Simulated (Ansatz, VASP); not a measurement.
# Two plane-wave programs on MgS

```
Mg S
1.0
     0.00000    2.79833    2.79833
     2.79833    0.00000    2.79833
     2.79833    2.79833    0.00000
Mg S
1 1
Direct
  0.00000 0.00000 0.00000
  0.75000 0.75000 0.75000
```

Alike in both runs: functional PBEsol; dispersion D3(BJ); k mesh 6 × 6 × 6; no spin polarisation.

Ansatz relaxed the structure, and its values are those at the end. VASP's run is a single point on that final structure, the one shown.

```csv
,VASP,Ansatz
version,VASP 6.6.1,Ansatz 0.2.0
potentials or method,"VASP PAW PBE potentials, release 64 (Mg, S)","plane waves, PAW"
plane-wave cutoff (eV),520,420
occupations,"gaussian, width 0.01 eV",fixed
valence electrons in the cell,8,16
```

```tsv
	VASP	Ansatz	Ansatz less VASP
pressure (GPa)	0.0	0.0	+0.07
```

VASP's potentials were made for PBE, not for PBEsol. VASP's potentials hold 8 valence electrons a cell and Ansatz's 16, so a difference there can come from the potentials and not from the codes.
